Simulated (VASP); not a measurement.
A run of VASP 6.6.1 is set up as follows.

File INCAR:

```
SYSTEM = Ta2N
ALGO     = Normal         ! electronic algorithm
EDIFF    = 1E-7           ! SCF threshold, eV
ENCUT    = 520            ! plane-wave cutoff, eV
GGA      = PS             ! functional
ISIF     = 2              ! what is computed and relaxed
ISMEAR   = 0              ! smearing method
LASPH    = .True.         ! aspherical terms in the spheres
LCHARG   = .False.        ! write CHGCAR
LREAL    = .False.        ! projectors in reciprocal space
LWAVE    = .False.        ! write WAVECAR
NBANDS   = 20             ! bands
NELM     = 60             ! most SCF steps
PREC     = Accurate       ! precision mode
SIGMA    = 0.15           ! smearing width, eV
```

Contents of KPOINTS:

```
k-points
0
Gamma
  18 18 10
  0 0 0
```

The input POSCAR:

```
Ta2N
1.0
    3.0786153869      0.0000000000      0.0000000000
   -1.5393076935      2.6661591336      0.0000000000
    0.0000000000      0.0000000000      4.8232571780
Ta N
2 1
Direct
    0.6666666667      0.3333333333      0.7669883256
    0.3333333333      0.6666666667      0.2537445519
    0.0000000000      0.0000000000      0.0000000000
```

Potentials or basis: VASP PAW PBE potentials, release 64 (Ta_pv, N).

Launch:

```console
$ cat potpaw_PBE.64/Ta_pv/POTCAR potpaw_PBE.64/N/POTCAR > POTCAR
$ mpirun -np 1 vasp_std > vasp.out
```

Question: Predict the pressure.

Answer: 4.5 GPa.

Question: Predict the largest force.

Answer: 1.826 eV/Å.

Forces on the atoms (eV/Å):
```
Ta   0.000  0.000 -1.826
Ta   0.000  0.000  0.962
N    0.000  0.000  0.864
```

Caveat: the cell differs from its parent crystal (atom 1 (Ta) moved by (+0.000, +0.100) A along [1 1 0] and z); the PAW data sets were made with another functional, which shifts forces and pressure a little.
